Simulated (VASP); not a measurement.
# Si3N in VASP: notebook

Si3N is run at these levels: PBE+D3(BJ); tasks: single point.

Program: VASP 6.6.1. These are calculated values, not measurements. Logs are shortened: lines on timing, memory, paths and dates and some standing lists are left out, and cuts for length are marked.

## (1) The cell of the first run

The cell holds a slab with vacuum, 8 atoms: a = 3.833 Å, b = 5.421 Å, c = 22.488 Å, α = 90.00°, β = 90.00°, γ = 90.00°.

## (2) Single point, PBE+D3(BJ)

INCAR reads:

```
PREC = Accurate
ENCUT = 520
EDIFF = 1E-6
ISMEAR = 0
SIGMA = 0.05
LREAL = F
LASPH = T
NELM = 60
ALGO = Normal
ISIF = 2
LWAVE = F
LCHARG = T
LDIPOL = T
IDIPOL = 3
DIPOL = 0.5 0.5 0.328
GGA = PE
IVDW = 12
LELF = T
LVHAR = T
LVACPOTAV = T
NBANDS = 27
```

KPOINTS reads:

```
regular mesh
0
Gamma
  7 5 1
```

POSCAR reads:

```
Si3N
1.0
    3.8333442755      0.0000000000      0.0000000000
    0.0000000000      5.4211674636      0.0000000000
    0.0000000000      0.0000000000     22.4877586337
Si N
6 2
Direct
    0.5000000000      0.0000000000      0.1778745523
    0.0000000000      0.2500000000      0.1778745523
    0.0000000000      0.5038839981      0.2608672216
    0.5000000000      0.7461160019      0.2608672216
    0.5000000000      0.0086033066      0.3418641564
    0.0000000000      0.2413966934      0.3418641564
    1.0000000000      0.8419366399      0.5063981173
    1.0000000000      0.8419366399      0.5553136192
```

Potentials or basis: VASP PAW PBE potentials, release 64 (Si, N).

The run is started by

```bash
cat potpaw_PBE.64/Si/POTCAR potpaw_PBE.64/N/POTCAR > POTCAR
mpirun -np 1 vasp_std > vasp.out
```

OUTCAR:

```text
PREC = Accurate
   ENCUT = 520
   EDIFF = 1E-6
   ISMEAR = 0
   LREAL = F
   LASPH = T
   NELM = 60
   ISIF = 2
   GGA = PE
   IVDW = 12
 IVDW          = 12

 ion  position               nearest neighbor table
   1  0.500  0.000  0.178-   4 2.32   2 2.35   2 2.35
   2  0.000  0.250  0.178-   3 2.32   1 2.35   1 2.35
   3  0.000  0.504  0.261-   6 2.31   2 2.32   4 2.32   4 2.32
   4  0.500  0.746  0.261-   5 2.31   1 2.32   3 2.32   3 2.32
   5  0.500  0.009  0.342-   6 2.29   6 2.29   4 2.31
   6  0.000  0.241  0.342-   5 2.29   5 2.29   3 2.31
   7  0.000  0.842  0.506-   8 1.10
   8  0.000  0.842  0.555-   7 1.10

  LATTYP: Found a simple orthorhombic cell.
 ALAT       =     3.8333442755
 B/A-ratio  =     1.4142135624
 C/A-ratio  =     5.8663550721

  Lattice vectors:

 A1 = (   3.8333442755,   0.0000000000,   0.0000000000)
 A2 = (   0.0000000000,   5.4211674636,   0.0000000000)
 A3 = (   0.0000000000,   0.0000000000,  22.4877586337)

Analysis of symmetry for initial positions (statically):
=====================================================================
 Subroutine PRICEL returns:
 Original cell was already a primitive cell.

 Routine SETGRP: Setting up the symmetry group for a
 simple orthorhombic supercell.

 Subroutine GETGRP returns: Found  2 space group operations
 (whereof  2 operations were pure point group operations)
 out of a pool of  8 trial point group operations.

The static configuration has the point symmetry C_1h.

Analysis of symmetry for dynamics (positions and initial velocities):
=====================================================================
 Subroutine PRICEL returns:
 Original cell was already a primitive cell.

 Routine SETGRP: Setting up the symmetry group for a
 simple orthorhombic supercell.

 Subroutine GETGRP returns: Found  2 space group operations
 (whereof  2 operations were pure point group operations)
 out of a pool of  8 trial point group operations.

The dynamic configuration has the point symmetry C_1h.

 Subroutine INISYM returns: Found  2 space group operations
 (whereof  2 operations are pure point group operations),
 and found     1 'primitive' translations

----------------------------------------------------------------------------------------

                                     Primitive cell

  volume of cell :     467.3226

  direct lattice vectors                    reciprocal lattice vectors
     3.833344276  0.000000000  0.000000000     0.260868821  0.000000000  0.000000000
     0.000000000  5.421167464  0.000000000     0.000000000  0.184462112  0.000000000
     0.000000000  0.000000000 22.487758634     0.000000000  0.000000000  0.044468638

  length of vectors
     3.833344276  5.421167464 22.487758634     0.260868821  0.184462112  0.044468638

  position of ions in fractional coordinates (direct lattice)
     0.500000000  0.000000000  0.177874552
     0.000000000  0.250000000  0.177874552
     0.000000000  0.503883998  0.260867222
     0.500000000  0.746116002  0.260867222
     0.500000000  0.008603307  0.341864156
     0.000000000  0.241396693  0.341864156
     0.000000000  0.841936640  0.506398117
     0.000000000  0.841936640  0.555313619

  ion indices of the primitive-cell ions
   primitive index   ion index
                 1           1
                 2           2
                 3           3
                 4           4
                 5           5
                 6           6
                 7           7
                 8           8

----------------------------------------------------------------------------------------

 KPOINTS: regular mesh

Automatic generation of k-mesh.
 Grid dimensions read from file:
 generate k-points for:    7    5    1

 Generating k-lattice:

  Cartesian coordinates                     Fractional coordinates (reciprocal lattice)
     0.037266974  0.000000000  0.000000000     0.142857143  0.000000000  0.000000000
     0.000000000  0.036892422  0.000000000     0.000000000  0.200000000  0.000000000
     0.000000000  0.000000000  0.044468638     0.000000000  0.000000000  1.000000000

  Length of vectors
     0.037266974  0.036892422  0.044468638

  Shift w.r.t. Gamma in fractional coordinates (k-lattice)
     0.000000000  0.000000000  0.000000000

 Subroutine IBZKPT returns following result:
 ===========================================

 Found     12 irreducible k-points:

 Following reciprocal coordinates:
            Coordinates               Weight
  0.000000  0.000000  0.000000      1.000000
  0.142857  0.000000  0.000000      2.000000
  0.285714  0.000000  0.000000      2.000000
  0.428571  0.000000  0.000000      2.000000
  0.000000  0.200000  0.000000      2.000000
  0.142857  0.200000  0.000000      4.000000
  0.285714  0.200000  0.000000      4.000000
  0.428571  0.200000  0.000000      4.000000
  0.000000  0.400000  0.000000      2.000000
  0.142857  0.400000  0.000000      4.000000
  0.285714  0.400000  0.000000      4.000000
[... 86 lines left out ...]
      6      -8.8120      2.00000
[... 19 lines left out ...]
     26       1.6165      0.00000
     27       2.4203      0.00000

 k-point     2 :       0.1429    0.0000    0.0000
  band No.  band energies     occupation
      1     -25.5521      2.00000
      2     -12.9669      2.00000
      3     -11.1101      2.00000
      4     -10.6263      2.00000
      5      -9.6504      2.00000
      6      -8.9167      2.00000
[... 19 lines left out ...]
     26       2.2281      0.00000
     27       2.6170      0.00000

 k-point     3 :       0.2857    0.0000    0.0000
  band No.  band energies     occupation
      1     -25.5448      2.00000
      2     -12.4346      2.00000
      3     -10.6123      2.00000
      4     -10.5388      2.00000
      5      -9.4689      2.00000
      6      -9.0754      2.00000
[... 19 lines left out ...]
     26       2.5265      0.00000
     27       3.2314      0.00000

 k-point     4 :       0.4286    0.0000    0.0000
  band No.  band energies     occupation
      1     -25.5389      2.00000
      2     -11.5836      2.00000
      3     -10.5719      2.00000
      4     -10.5060      2.00000
      5      -9.6559      2.00000
      6      -8.9651      2.00000
[... 19 lines left out ...]
     26       2.8047      0.00000
     27       3.3687      0.00000

 k-point     5 :       0.0000    0.2000    0.0000
  band No.  band energies     occupation
      1     -25.5553      2.00000
      2     -12.9813      2.00000
      3     -11.2438      2.00000
      4     -10.6719      2.00000
      5     -10.6310      2.00000
      6      -8.8194      2.00000
[... 19 lines left out ...]
     26       1.9456      0.00000
     27       2.5905      0.00000

 k-point     6 :       0.1429    0.2000    0.0000
  band No.  band energies     occupation
      1     -25.5520      2.00000
      2     -12.8029      2.00000
      3     -11.0589      2.00000
      4     -10.6266      2.00000
      5     -10.5141      2.00000
      6      -8.8102      2.00000
[... 84 lines left out ...]
      1     -25.5552      2.00000
      2     -12.4920      2.00000
      3     -11.7043      2.00000
      4     -11.1190      2.00000
      5     -10.6377      2.00000
      6      -8.8316      2.00000
[... 19 lines left out ...]
     26       2.5944      0.00000
     27       2.6475      0.00000

 k-point    10 :       0.1429    0.4000    0.0000
  band No.  band energies     occupation
      1     -25.5520      2.00000
      2     -12.3198      2.00000
      3     -11.5429      2.00000
      4     -10.9355      2.00000
      5     -10.6231      2.00000
      6      -8.8218      2.00000
[... 19 lines left out ...]
     26       2.4184      0.00000
     27       2.7113      0.00000

 k-point    11 :       0.2857    0.4000    0.0000
  band No.  band energies     occupation
      1     -25.5447      2.00000
      2     -11.8234      2.00000
      3     -11.1056      2.00000
      4     -10.5963      2.00000
      5     -10.3864      2.00000
      6      -8.8507      2.00000
[... 19 lines left out ...]
     26       2.8806      0.00000
     27       3.5180      0.00000

 k-point    12 :       0.4286    0.4000    0.0000
  band No.  band energies     occupation
      1     -25.5388      2.00000
      2     -11.1127      2.00000
      3     -10.7094      2.00000
      4     -10.5687      2.00000
      5      -9.5192      2.00000
      6      -8.9624      2.00000
[... 19 lines left out ...]
     26       2.7082      0.00000
     27       3.1892      0.00000

------------------------ aborting loop because EDIFF is reached ----------------------------------------

 Edisp (eV)   -1.60466

 E8    (eV) :    -0.6825

  FORCE on cell =-STRESS in cart. coord.  units (eV):
  Direction    XX          YY          ZZ          XY          YZ          ZX
  --------------------------------------------------------------------------------------
  -------------------------------------------------------------------------------------
  Total       0.12343     0.15405     2.50822     0.00000     0.01416     0.00000
  in kB       0.42318     0.52815     8.59921     0.00000     0.04855     0.00000
  external pressure =        3.18 kB  Pullay stress =        0.00 kB

 VOLUME and BASIS-vectors are now :
 -----------------------------------------------------------------------------
  energy-cutoff  :      520.00
  volume of cell :      467.32
      direct lattice vectors                 reciprocal lattice vectors
     3.833344276  0.000000000  0.000000000     0.260868821  0.000000000  0.000000000
     0.000000000  5.421167464  0.000000000     0.000000000  0.184462112  0.000000000
     0.000000000  0.000000000 22.487758634     0.000000000  0.000000000  0.044468638

 POSITION                                       TOTAL-FORCE (eV/Angst)
 -----------------------------------------------------------------------------------
      1.91667      0.00000      4.00000         0.000000      0.556057     -0.051202
      0.00000      1.35529      4.00000         0.000000     -0.555243     -0.055345
      0.00000      2.73164      5.86632         0.000000     -0.086145      0.001941
      1.91667      4.04482      5.86632         0.000000      0.078705     -0.001072
      1.91667      0.04664      7.68776         0.000000      0.009269      0.061900
      0.00000      1.30865      7.68776         0.000000     -0.003301      0.074462
      0.00000      4.56428     11.38776         0.000000      0.000345     -2.153224
      0.00000      4.56428     12.48776         0.000000      0.000313      2.122538
 -----------------------------------------------------------------------------------
    total drift:                               -0.000000     -0.000153     -0.000602

  FREE ENERGIE OF THE ION-ELECTRON SYSTEM (eV)
  ---------------------------------------------------
  free  energy   TOTEN  =       -46.6348149087 eV

  energy  without entropy=      -46.6282125879  energy(sigma->0) =      -46.63151375

 vacuum level on the upper side and lower side of the slab         3.086         3.105
```

It took 3.7 min on 1 thread of Intel Xeon Platinum 8488C (Sapphire Rapids), shared host; peak memory 0.53 GiB.

What came out:

```
Free energy                : -46.6348 eV
Largest force              : 2.153 eV/Å
Band gap on the k mesh     : zero (band 17 reaches -1.55 eV, above the bottom of band 18 at -1.83 eV)
Dispersion energy per atom : -0.201 eV
```

Forces in eV/Å, atoms in the order of the input:
```
Si   0.000  0.556 -0.051
Si   0.000 -0.555 -0.055
Si   0.000 -0.086  0.002
Si   0.000  0.079 -0.001
Si   0.000  0.009  0.062
Si   0.000 -0.003  0.074
N    0.000  0.000 -2.153
N    0.000  0.000  2.123
```

Caveat: the standard files for N, O and F lose accuracy on very short bonds.

## (3) Single point, PBE+D3(BJ)

INCAR reads:

```
SYSTEM = Si3N
PREC     = Accurate       ! precision mode
ENCUT    = 520            ! plane-wave cutoff, eV
EDIFF    = 1E-6           ! SCF threshold, eV
ISMEAR   = 0              ! smearing method
SIGMA    = 0.05           ! smearing width, eV
LREAL    = .FALSE.        ! projectors in reciprocal space
LASPH    = .TRUE.         ! aspherical terms in the spheres
NELM     = 100            ! most SCF steps
ALGO     = Normal         ! electronic algorithm
ISIF     = 2              ! what is computed and relaxed
LWAVE    = .FALSE.        ! write WAVECAR
LCHARG   = .FALSE.        ! write CHGCAR
LDIPOL   = .TRUE.       
IDIPOL   = 3            
DIPOL    = 0.5 0.5 0.328
GGA      = PE             ! functional
IVDW     = 12             ! dispersion correction
NBANDS   = 27             ! bands
```

KPOINTS reads:

```
regular mesh
0
G
  7 5 1
  0 0 0
```

Edit POSCAR of step 2 so:

```diff
@@ -14,3 +14,3 @@
     0.0000000000      0.2413966934      0.3418641564
-    1.0000000000      0.8419366399      0.5063981173
-    1.0000000000      0.8419366399      0.5553136192
+    0.5000000000      0.0086033066      0.5063981173
+    0.5000000000      0.0086033066      0.5553136192
```

Potentials or basis: VASP PAW PBE potentials, release 64 (Si, N).

The run is started by

```bash
cat potpaw_PBE.64/Si/POTCAR potpaw_PBE.64/N/POTCAR > POTCAR
mpirun -np 1 vasp_std > vasp.out
```

Run time: 1.9 min. Hardware: 1 thread of Intel Xeon 6975P-C (Granite Rapids), shared host; peak memory 0.52 GiB.

The run converged. Its results:

```yaml
Free_energy: -46.6276 eV
Largest_force: 2.117 eV/Å
Band_gap_on_the_k_mesh: zero (band 17 reaches -1.49 eV, above the bottom of band 18 at -1.78 eV)
Dispersion_energy_per_atom: -0.201 eV
```

Forces on the atoms (eV/Å):
```
Si   0.000  0.558 -0.050
Si   0.000 -0.561 -0.048
Si   0.000 -0.095 -0.003
Si   0.000  0.086 -0.004
Si   0.000 -0.003  0.019
Si   0.000  0.010  0.081
N    0.000  0.006 -2.112
N    0.000 -0.002  2.117
```

Levels at points of the mesh, in eV from the Fermi level:
| k point | band 15 | band 16 | band 17 | band 18 | band 19 | band 20 |
| --- | --- | --- | --- | --- | --- | --- |
| (0.00, 0.00, 0.00) | -0.71 | -0.42 | -0.31 | 0.25 | 1.18 | 2.06 |

Caveat: the standard files for N, O and F lose accuracy on very short bonds.

## (4) Single point, PBE+D3(BJ)

INCAR reads:

```
ALGO     = Normal         # electronic algorithm
DIPOL    = 0.5 0.5 0.328
EDIFF    = 1E-6           # SCF threshold, eV
ENCUT    = 520            # plane-wave cutoff, eV
GGA      = PE             # functional
IDIPOL   = 3            
ISIF     = 2              # what is computed and relaxed
ISMEAR   = 0              # smearing method
IVDW     = 12             # dispersion correction
LASPH    = T              # aspherical terms in the spheres
LCHARG   = F              # write CHGCAR
LDIPOL   = T            
LREAL    = F              # projectors in reciprocal space
LWAVE    = F              # write WAVECAR
NBANDS   = 27             # bands
NELM     = 60             # most SCF steps
PREC     = Accurate       # precision mode
SIGMA    = 0.05           # smearing width, eV
```

KPOINTS reads:

```
k-points
0
Gamma
  7 5 1
```

Edit POSCAR of step 3 so:

```diff
@@ -14,3 +14,3 @@
     0.0000000000      0.2413966934      0.3418641564
-    0.5000000000      0.0086033066      0.5063981173
-    0.5000000000      0.0086033066      0.5553136192
+    0.5000000000      0.3419366399      0.5063981173
+    0.5000000000      0.3419366399      0.5553136192
```

The run is started by

```bash
cat potpaw_PBE.64/Si/POTCAR potpaw_PBE.64/N/POTCAR > POTCAR
mpirun -np 1 vasp_std > vasp.out
```

It took 1.9 min on 1 thread of Intel Xeon 6975P-C (Granite Rapids), shared host; peak memory 0.52 GiB.

Results (log left out):

```yaml
Free_energy: -46.6349 eV
Largest_force: 2.149 eV/Å
Band_gap_on_the_k_mesh: zero (band 17 reaches -1.54 eV, above the bottom of band 18 at -1.83 eV)
Dispersion_energy_per_atom: -0.201 eV
```

Forces in eV/Å, atoms in the order of the input:
```
Si   0.000  0.556 -0.054
Si   0.000 -0.557 -0.049
Si   0.000 -0.081 -0.003
Si   0.000  0.089  0.000
Si   0.000  0.000  0.072
Si   0.000 -0.008  0.060
N    0.000  0.002 -2.149
N    0.000 -0.001  2.124
```

Levels at points of the mesh, in eV from the Fermi level:
| k point | band 15 | band 16 | band 17 | band 18 | band 19 | band 20 |
| --- | --- | --- | --- | --- | --- | --- |
| (0.00, 0.00, 0.00) | -0.71 | -0.41 | -0.30 | 0.26 | 1.19 | 2.10 |

Caveat: the standard files for N, O and F lose accuracy on very short bonds.

## (5) Single point, PBE+D3(BJ)

INCAR reads:

```
SYSTEM = Si3N
PREC     = Accurate       ! precision mode
ENCUT    = 520            ! plane-wave cutoff, eV
EDIFF    = 1E-7           ! SCF threshold, eV
ISMEAR   = 0              ! smearing method
SIGMA    = 0.05           ! smearing width, eV
LREAL    = .FALSE.        ! projectors in reciprocal space
LASPH    = .TRUE.         ! aspherical terms in the spheres
NELM     = 80             ! most SCF steps
ALGO     = Normal         ! electronic algorithm
ISIF     = 2              ! what is computed and relaxed
LWAVE    = .FALSE.        ! write WAVECAR
LCHARG   = .FALSE.        ! write CHGCAR
LDIPOL   = .TRUE.       
IDIPOL   = 3            
DIPOL    = 0.5 0.5 0.328
GGA      = PE             ! functional
IVDW     = 12             ! dispersion correction
NBANDS   = 27             ! bands
```

KPOINTS reads:

```
Automatic mesh
0
G
  7 5 1
  0 0 0
```

Edit POSCAR of step 4 so:

```diff
@@ -14,3 +14,3 @@
     0.0000000000      0.2413966934      0.3418641564
-    0.5000000000      0.3419366399      0.5063981173
-    0.5000000000      0.3419366399      0.5553136192
+    0.5000000000      0.6752699732      0.5063981173
+    0.5000000000      0.6752699732      0.5553136192
```

The run is started by

```bash
cat potpaw_PBE.64/Si/POTCAR potpaw_PBE.64/N/POTCAR > POTCAR
mpirun -np 1 vasp_std > vasp.out
```

Wall time 2.2 min (1 thread of Intel Xeon 6975P-C (Granite Rapids), shared host); peak memory 0.53 GiB.

It converged, with:

| Quantity | Value |
| --- | --- |
| Free energy | -46.6312 eV |
| Largest force | 2.148 eV/Å |
| Band gap on the k mesh | zero (band 17 reaches -1.56 eV, above the bottom of band 18 at -1.84 eV) |
| Dispersion energy per atom | -0.200 eV |

Forces on the atoms (eV/Å):
```
Si   0.000  0.554 -0.056
Si   0.000 -0.555 -0.054
Si   0.000 -0.082  0.002
Si   0.000  0.079  0.005
Si   0.000  0.011  0.055
Si   0.000 -0.004  0.077
N    0.000 -0.007 -2.148
N    0.000  0.003  2.120
```

Levels at points of the mesh, in eV from the Fermi level:
| k point | band 13 | band 14 | band 15 | band 16 | band 17 | band 18 | band 19 | band 20 | band 21 | band 22 |
| --- | --- | --- | --- | --- | --- | --- | --- | --- | --- | --- |
| (0.00, 0.00, 0.00) | -2.49 | -1.21 | -0.71 | -0.41 | -0.30 | 0.27 | 1.19 | 2.07 | 2.60 | 2.66 |

Caveat: the standard files for N, O and F lose accuracy on very short bonds.

## (6) Single point, PBE+D3(BJ)

INCAR reads:

```
PREC = Accurate ; ENCUT = 520
EDIFF = 1E-6 ; ISMEAR = 0
SIGMA = 0.05 ; LREAL = False
LASPH = True ; NELM = 80
ALGO = Normal ; ISIF = 2
LWAVE = False ; LCHARG = False
LDIPOL = True ; IDIPOL = 3
DIPOL = 0.5 0.5 0.328 ; GGA = PE
IVDW = 12 ; NBANDS = 27
```

KPOINTS reads:

```
Automatic mesh
0
Gamma
  7 5 1
```

Edit POSCAR of step 5 so:

```diff
@@ -14,3 +14,3 @@
     0.0000000000      0.2413966934      0.3418641564
-    0.5000000000      0.6752699732      0.5063981173
-    0.5000000000      0.6752699732      0.5553136192
+    0.5000000000      0.1752699732      0.5063981173
+    0.5000000000      0.1752699732      0.5553136192
```

Potentials or basis: VASP PAW PBE potentials, release 64 (Si, N).

The run is started by

```bash
cat potpaw_PBE.64/Si/POTCAR potpaw_PBE.64/N/POTCAR > POTCAR
mpirun -np 1 vasp_std > vasp.out
```

Wall time 2 min (1 thread of Intel Xeon 6975P-C (Granite Rapids), shared host); peak memory 0.52 GiB.

It converged, with:

```
Free energy                : -46.6324 eV
Largest force              : 2.132 eV/Å
Band gap on the k mesh     : zero (band 17 reaches -1.50 eV, above the bottom of band 18 at -1.80 eV)
Dispersion energy per atom : -0.201 eV
```

Forces on the atoms (eV/Å):
```
Si   0.000  0.559 -0.050
Si   0.000 -0.562 -0.046
Si   0.000 -0.090 -0.005
Si   0.000  0.091 -0.005
Si   0.000 -0.007  0.049
Si   0.000  0.003  0.065
N    0.000  0.008 -2.132
N    0.000 -0.003  2.125
```

Levels at points of the mesh, in eV from the Fermi level:
| k point | band 14 | band 15 | band 16 | band 17 | band 18 | band 19 | band 20 | band 21 |
| --- | --- | --- | --- | --- | --- | --- | --- | --- |
| (0.00, 0.00, 0.00) | -1.22 | -0.71 | -0.42 | -0.31 | 0.25 | 1.18 | 2.05 | 2.53 |

Caveat: the standard files for N, O and F lose accuracy on very short bonds.
